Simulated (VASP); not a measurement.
# WS2 (Tungstenite) (R3m) in VASP: notebook

WS2 (Tungstenite) is run at these levels: PBE, r2SCAN; tasks: single point.

Everything below comes from runs of VASP 6.6.1. Logs are shortened: lines on timing, memory, paths and dates and some standing lists are left out, and cuts for length are marked.

### 1 The cell of the first run

It takes space group R3m (No. 160, trigonal). Conventional cell: a = 3.172 Å, b = 3.172 Å, c = 18.712 Å, α = 90.00°, β = 90.00°, γ = 120.00°. W (site symmetry 3m) has 6 S at 2.41 Å and 6 W at 3.17 Å within 3.2 Å. S (site symmetry 3m) has 3 W at 2.41 Å and 7 S at 3.12 to 3.17 Å within 3.2 Å. Within 3.2 Å of S (site symmetry 3m) lie 3 W at 2.41 Å and 7 S at 3.12 to 3.17 Å.

### 2 Single point, PBE

INCAR

```
PREC     = Accurate       # precision mode
ENCUT    = 520            # plane-wave cutoff, eV
EDIFF    = 1E-6           # SCF threshold, eV
ISMEAR   = 0              # smearing method
SIGMA    = 0.01           # smearing width, eV
LREAL    = F              # projectors in reciprocal space
LASPH    = T              # aspherical terms in the spheres
NELM     = 60             # most SCF steps
ALGO     = Normal         # electronic algorithm
ISIF     = 2              # what is computed and relaxed
LWAVE    = F              # write WAVECAR
LCHARG   = T              # write CHGCAR
GGA      = PE             # functional
LELF     = T              # ELF
LVHAR    = T            
NBANDS   = 20             # bands
```

KPOINTS

```
regular mesh
0
Gamma
  6 6 6
```

POSCAR

```
WS2
1.0
    1.5858867130      0.9156121207      6.2374759834
   -1.5858867130      0.9156121207      6.2374759834
    0.0000000000     -1.8312242412      6.2374759834
W S
1 2
Direct
    0.0006662240      0.0006662240      0.0006662240
    0.2505579540      0.2505579540      0.2505579540
    0.4174758219      0.4174758219      0.4174758219
```

Potentials or basis: VASP PAW PBE potentials, release 64 (W_sv, S).

Started as:

```sh
> cat potpaw_PBE.64/W_sv/POTCAR potpaw_PBE.64/S/POTCAR > POTCAR
> mpirun -np 1 vasp_std > vasp.out
```

OUTCAR:

```text
PREC = Accurate
   ENCUT = 520
   EDIFF = 1E-6
   ISMEAR = 0
   LREAL = F
   LASPH = T
   NELM = 60
   ISIF = 2
   GGA = PE

 ion  position               nearest neighbor table
   1  0.001  0.001  0.001-   2 2.41   2 2.41   2 2.41   3 2.41   3 2.41   3 2.41
   2  0.251  0.251  0.251-   1 2.41   1 2.41   1 2.41
   3  0.417  0.417  0.417-   1 2.41   1 2.41   1 2.41

  LATTYP: Found a trigonal (rhomboedric) cell.
 ALAT       =     6.5007298718
 COS(alpha) =     0.8809717423

  Lattice vectors:

 A1 = (   1.5858867130,   0.9156121207,   6.2374759834)
 A2 = (  -1.5858867130,   0.9156121207,   6.2374759834)
 A3 = (   0.0000000000,  -1.8312242412,   6.2374759834)

Analysis of symmetry for initial positions (statically):
=====================================================================
 Subroutine PRICEL returns:
 Original cell was already a primitive cell.

 Routine SETGRP: Setting up the symmetry group for a
 trigonal (rhombohedral) supercell.

 Subroutine GETGRP returns: Found  6 space group operations
 (whereof  6 operations were pure point group operations)
 out of a pool of 12 trial point group operations.

The static configuration has the point symmetry C_3v.

Analysis of symmetry for dynamics (positions and initial velocities):
=====================================================================
 Subroutine PRICEL returns:
 Original cell was already a primitive cell.

 Routine SETGRP: Setting up the symmetry group for a
 trigonal (rhombohedral) supercell.

 Subroutine GETGRP returns: Found  6 space group operations
 (whereof  6 operations were pure point group operations)
 out of a pool of 12 trial point group operations.

The dynamic configuration has the point symmetry C_3v.

 Subroutine INISYM returns: Found  6 space group operations
 (whereof  6 operations are pure point group operations),
 and found     1 'primitive' translations

----------------------------------------------------------------------------------------

                                     Primitive cell

  volume of cell :      54.3430

  direct lattice vectors                    reciprocal lattice vectors
     1.585886713  0.915612121  6.237475983     0.315281032  0.182027589  0.053440420
    -1.585886713  0.915612121  6.237475983    -0.315281032  0.182027589  0.053440420
     0.000000000 -1.831224241  6.237475983     0.000000000 -0.364055178  0.053440420

  length of vectors
     6.500729872  6.500729872  6.500729872     0.367956588  0.367956588  0.367956588

  position of ions in fractional coordinates (direct lattice)
     0.000666224  0.000666224  0.000666224
     0.250557954  0.250557954  0.250557954
     0.417475822  0.417475822  0.417475822

  ion indices of the primitive-cell ions
   primitive index   ion index
                 1           1
                 2           2
                 3           3

----------------------------------------------------------------------------------------

 KPOINTS: regular mesh

Automatic generation of k-mesh.
 Grid dimensions read from file:
 generate k-points for:    6    6    6

 Generating k-lattice:

  Cartesian coordinates                     Fractional coordinates (reciprocal lattice)
     0.052546839  0.030337931  0.008906737     0.166666667 -0.000000000 -0.000000000
    -0.052546839  0.030337931  0.008906737    -0.000000000  0.166666667 -0.000000000
     0.000000000 -0.060675863  0.008906737     0.000000000  0.000000000  0.166666667

  Length of vectors
     0.061326098  0.061326098  0.061326098

  Shift w.r.t. Gamma in fractional coordinates (k-lattice)
     0.000000000  0.000000000  0.000000000

 Subroutine IBZKPT returns following result:
 ===========================================

 Found     32 irreducible k-points:

 Following reciprocal coordinates:
            Coordinates               Weight
  0.000000  0.000000  0.000000      1.000000
  0.166667 -0.000000 -0.000000      6.000000
  0.333333  0.000000 -0.000000      6.000000
  0.500000  0.000000 -0.000000      3.000000
  0.166667  0.166667 -0.000000      6.000000
  0.333333  0.166667  0.000000     12.000000
[... 16 lines left out ...]
  0.500000  0.500000  0.166667      6.000000
 -0.333333  0.500000  0.166667     12.000000
 [... further k-points ...]
   k-points           NKPTS =     32   k-points in BZ     NKDIM =     32   number of bands    NBANDS=     20
   number of dos      NEDOS =    301   number of ions     NIONS =      3
   total plane-waves  NPLWV = 110592
   dimension x,y,z NGX =    48 NGY =   48 NGZ =   48
   dimension x,y,z NGXF=    96 NGYF=   96 NGZF=   96
   ions per type =               1   2
   NGX,Y,Z   is equivalent  to a cutoff of  12.28, 12.28, 12.28 a.u.
   NGXF,Y,Z  is equivalent  to a cutoff of  24.55, 24.55, 24.55 a.u.
 SYSTEM =  unknown system
   PREC   = accura    normal or accurate (medium, high low for compatibility)
   ISTART =      0    job   : 0-new  1-cont  2-samecut
   ICHARG =      2    charge: 1-file 2-atom 10-const
   ISPIN  =      1    spin polarized calculation?
   LNONCOLLINEAR =      F non collinear calculations
   LSORBIT =      F    spin-orbit coupling
   LASPH  =      T    aspherical Exc in radial PAW
   ENCUT  =  520.0 eV  38.22 Ry    6.18 a.u.  12.09 12.09 12.09*2*pi/ulx,y,z
   NELM   =     60;   NELMIN=  2; NELMDL= -5     # of ELM steps
   EDIFF  = 0.1E-05   stopping-criterion for ELM
   LREAL  =      F    real-space projection
   EDIFFG = 0.1E-04   stopping-criterion for IOM
   NSW    =      0    number of steps for IOM
   IBRION =     -1    ionic relax: 0-MD 1-quasi-New 2-CG
   NFREE  =      0    steps in history (QN), initial steepest desc. (CG)
   ISIF   =      2    stress and relaxation
   ISYM   =      2    0-nonsym 1-usesym 2-fastsym
   POTIM  = 0.5000    time-step for ionic-motion
   TEBEG  =    0.0;   TEEND  =   0.0 temperature during run
   PSTRESS=    0.0 pullay stress
   NELECT =      26.0000    total number of electrons
   NUPDOWN=      -1.0000    fix difference up-down
   EMIN   =  10.00;   EMAX   =-10.00  energy-range for DOS
   EFERMI =   0.00;   METHOD = LEGACY
   ISMEAR =     0;   SIGMA  =   0.01  broadening in eV -4-tet -1-fermi 0-gaus
   EFERMI_NEDOS =   21; number of points for ismear=-14 and -15
   IALGO  =     38    algorithm
   IMIX   =      4    mixing-type and parameters
     AMIX     =   0.40;   BMIX     =  1.00
     AMIX_MAG =   1.60;   BMIX_MAG =  1.00
  volume/ion in A,a.u.               =      18.11       122.24
  Fermi-wavevector in a.u.,A,eV,Ry     =   1.280417  2.419637 22.306302  1.639467
  Thomas-Fermi vector in A             =   2.412846
   LORBIT       =      0    0 simple, 1 ext, 2 COOP (PROOUT), +10 PAW based schemes
   GGA     = PE    functional components
   LHFCALC =     F    Hartree Fock is set to
   AEXX    =    0.0000 exact exchange contribution
   IVDW    =     0    specifies the selected vdW correction
   LEPSILON=     F    determine dielectric tensor
   LRPA    =     F    only Hartree local field effects (RPA)
 non-spin polarized calculation
 Gauss-broadening in eV      SIGMA  =   0.01
  energy-cutoff  :      520.00
  volume of cell :       54.34
 maximum number of plane-waves:      1476
   NGX = 25   NGY = 25   NGZ = 25

 number of electron      26.0000001 magnetization

 Free energy of the ion-electron system (eV)
  ---------------------------------------------------
  ext. energy  EPLUGINS =         0.00000000
  ---------------------------------------------------
  free energy    TOTEN  =       -23.63066781 eV

  energy without entropy =      -23.63066781  energy(sigma->0) =      -23.63066781

 E-fermi :   7.5163     XC(G=0): -10.8100

 val. band max:        7.2203878348   @ k =   0.5000   0.5000   0.5000
 cond. band min:       8.3141847314   @ k =  -0.1667   0.1667   0.0000
 fundamental gap:      1.0937968967
 Fermi energy:         7.5163170688

 k-point     1 :       0.0000    0.0000    0.0000
  band No.  band energies     occupation
      1     -67.4126      2.00000
      2     -31.6643      2.00000
      3     -31.5008      2.00000
      4     -31.5008      2.00000
      5      -8.3491      2.00000
      6      -6.4099      2.00000
[... 12 lines left out ...]
     19      15.0749      0.00000
     20      15.5333      0.00000

 k-point     2 :       0.1667   -0.0000   -0.0000
  band No.  band energies     occupation
      1     -67.4081      2.00000
      2     -31.6484      2.00000
      3     -31.5889      2.00000
      4     -31.5213      2.00000
      5      -7.8965      2.00000
      6      -6.2778      2.00000
[... 12 lines left out ...]
     19      15.6143      0.00000
     20      16.2804      0.00000

 k-point     3 :       0.3333    0.0000   -0.0000
  band No.  band energies     occupation
      1     -67.3994      2.00000
      2     -31.7611      2.00000
      3     -31.6163      2.00000
      4     -31.5621      2.00000
      5      -6.8252      2.00000
      6      -5.9729      2.00000
[... 12 lines left out ...]
     19      14.5759      0.00000
     20      15.0095      0.00000

 k-point     4 :       0.5000    0.0000   -0.0000
  band No.  band energies     occupation
      1     -67.3950      2.00000
      2     -31.8453      2.00000
      3     -31.6002      2.00000
      4     -31.5823      2.00000
      5      -6.1359      2.00000
      6      -5.7973      2.00000
[... 12 lines left out ...]
     19      13.8498      0.00000
     20      14.5076      0.00000

 k-point     5 :       0.1667    0.1667   -0.0000
  band No.  band energies     occupation
      1     -67.4081      2.00000
      2     -31.6484      2.00000
      3     -31.5889      2.00000
      4     -31.5213      2.00000
      5      -7.8823      2.00000
      6      -6.3048      2.00000
[... 12 lines left out ...]
     19      15.6341      0.00000
     20      16.1502      0.00000
[... 353 lines left out ...]
      6      -5.8489      2.00000
[... 12 lines left out ...]
     19      15.3654      0.00000
     20      15.5576      0.00000

 k-point    22 :      -0.1667    0.3333    0.1667
  band No.  band energies     occupation
      1     -67.3950      2.00000
      2     -31.8024      2.00000
      3     -31.6269      2.00000
      4     -31.6002      2.00000
      5      -6.1558      2.00000
      6      -5.7859      2.00000
[... 12 lines left out ...]
     19      14.9870      0.00000
     20      15.6132      0.00000

 k-point    23 :       0.5000    0.5000    0.1667
  band No.  band energies     occupation
      1     -67.3994      2.00000
      2     -31.7611      2.00000
      3     -31.6163      2.00000
      4     -31.5621      2.00000
      5      -6.6997      2.00000
      6      -6.1397      2.00000
[... 12 lines left out ...]
     19      14.5259      0.00000
     20      15.9701      0.00000

 k-point    24 :      -0.3333    0.5000    0.1667
  band No.  band energies     occupation
      1     -67.3950      2.00000
      2     -31.8024      2.00000
      3     -31.6269      2.00000
      4     -31.6002      2.00000
      5      -6.0723      2.00000
      6      -5.8789      2.00000
[... 12 lines left out ...]
     19      14.8898      0.00000
     20      15.5617      0.00000

 [... further k-points ...]
[... 5 lines left out ...]
  --------------------------------------------------------------------------------------
  -------------------------------------------------------------------------------------
  Total        0.9416668      0.9416668      1.4092676      0.0000000      0.0000000      0.0000000
  in kB       27.7628489     27.7628489     41.5489649      0.0000000      0.0000000      0.0000000
  external PRESSURE =      32.3582209 kB  Pullay stress =       0.0000000 kB

 VOLUME and BASIS-vectors are now :
 -----------------------------------------------------------------------------
  energy-cutoff  :      520.00
  volume of cell :       54.34
      direct lattice vectors                 reciprocal lattice vectors
     1.585886713  0.915612121  6.237475983     0.315281032  0.182027589  0.053440420
    -1.585886713  0.915612121  6.237475983    -0.315281032  0.182027589  0.053440420
     0.000000000 -1.831224241  6.237475983     0.000000000 -0.364055178  0.053440420

 POSITION                                       TOTAL-FORCE (eV/Angst)
 -----------------------------------------------------------------------------------
      0.00000      0.00000      0.01247         0.000000      0.000000      0.001183
      0.00000      0.00000      4.68855         0.000000     -0.000000     -0.202291
      0.00000      0.00000      7.81199         0.000000      0.000000      0.201109
 -----------------------------------------------------------------------------------
    total drift:                               -0.000000     -0.000000     -0.000216

  FREE ENERGIE OF THE ION-ELECTRON SYSTEM (eV)
  ---------------------------------------------------
  free  energy   TOTEN  =       -23.6306678067 eV

  energy  without entropy=      -23.6306678067  energy(sigma->0) =      -23.63066781
```

Run time: 45 s. Hardware: 1 thread of Intel Xeon 6975P-C (Granite Rapids), shared host; peak memory 0.31 GiB.

What came out:

| Item | Value |
| --- | --- |
| Free energy | -23.6307 eV |
| Pressure | 3.2 GPa |
| Largest force | 0.202 eV/Å |
| Band gap on the k mesh | 1.09 eV, indirect (least direct gap 1.84 eV) |

Forces in eV/Å, atoms in the order of the input:
```
W    0.000  0.000  0.001
S    0.000  0.000 -0.202
S    0.000  0.000  0.201
```

Stress tensor (GPa, compression positive):
```
2.78 0.00 0.00
0.00 2.78 0.00
0.00 0.00 4.15
```

Caveat: spin-orbit coupling is left out, which moves the levels of the heavy elements. A hybrid or GW would open this gap; PBE tends to underestimate it.

### 3 Single point, PBE

INCAR

```
SYSTEM = WS2
PREC = Accurate
ENCUT = 520
EDIFF = 1E-7
ISMEAR = 0
SIGMA = 0.01
LREAL = .False.
LASPH = .True.
NELM = 80
ALGO = Normal
ISIF = 2
LWAVE = .False.
LCHARG = .False.
GGA = PE
NBANDS = 20
```

KPOINTS

```
Automatic mesh
0
Gamma
  6 6 6
  0 0 0
```

POSCAR is that of step 2.

Potentials or basis: VASP PAW PBE potentials, release 64 (W_sv, S).

Started as:

```sh
> cat potpaw_PBE.64/W_sv/POTCAR potpaw_PBE.64/S/POTCAR > POTCAR
> mpirun -np 1 vasp_std > vasp.out
```

It took 49 s on 1 thread of Intel Xeon 6975P-C (Granite Rapids), shared host; peak memory 0.31 GiB.

Results (log left out):

```yaml
Free_energy: -23.6307 eV
Pressure: 3.2 GPa
Largest_force: 0.203 eV/Å
Band_gap_on_the_k_mesh: 1.09 eV, indirect (least direct gap 1.84 eV)
```

Forces on the atoms (eV/Å):
```
W    0.000  0.000  0.001
S    0.000  0.000 -0.203
S    0.000  0.000  0.202
```

Stress tensor (GPa, compression positive):
```
2.78 0.00 0.00
0.00 2.78 0.00
0.00 0.00 4.16
```

Levels at points of the mesh, in eV from the valence-band top:
| k point | band 11 | band 12 | band 13 | band 14 | band 15 | band 16 |
| --- | --- | --- | --- | --- | --- | --- |
| (0.00, 0.00, 0.00) | -2.30 | -1.59 | -1.13 | 2.22 | 2.22 | 2.50 |
| (0.50, 0.00, 0.00) | -2.56 | -1.85 | -1.67 | 2.28 | 2.61 | 3.63 |
| (0.50, 0.50, 0.00) | -3.09 | -2.01 | -1.52 | 2.24 | 2.74 | 3.23 |
| (0.50, 0.50, 0.50) | -2.27 | -2.27 | 0.00 | 2.30 | 2.30 | 2.39 |

Caveat: spin-orbit coupling is left out, which moves the levels of the heavy elements.

(Continued in part 2 of 2.)
